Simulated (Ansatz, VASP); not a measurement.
One calculation of CdS, two programs

```
CELL_PARAMETERS angstrom
0.00000 2.93921 2.93921
2.87396 0.00000 2.93921
2.87396 2.93921 0.00000
ATOMIC_POSITIONS crystal
Cd 0.00000 0.00000 0.00000
S 0.25000 0.25000 0.25000
```

Change from the starting cell: uniaxial_x strain -2.2%.

Alike in both runs: task single point; functional r2SCAN; k mesh 8 × 8 × 8; no spin polarisation.

|  | VASP | Ansatz |
| --- | --- | --- |
| version | VASP 6.6.1 | Ansatz 0.2.0 |
| potentials or method | VASP PAW PBE potentials, release 64 (Cd, S) | plane waves, PAW |
| plane-wave cutoff (eV) | 520 | 500 |
| occupations | gaussian, width 0.01 eV | fixed |
| valence electrons in the cell | 18 | 26 |

VASP gave:

* gap on the k mesh at the Fermi level (eV): 1.55
* pressure (GPa): 1.7
* traceless stress, the component that is largest in VASP (GPa): 0.23

Estimate Ansatz's values.

gap on the k mesh at the Fermi level (eV): 1.55; pressure (GPa): 1.4; traceless stress, the component that is largest in VASP (GPa): 0.24.

VASP's potentials were made for PBE, not for r2SCAN. VASP's potentials hold 18 valence electrons a cell and Ansatz's 26, so a difference there can come from the potentials and not from the codes.
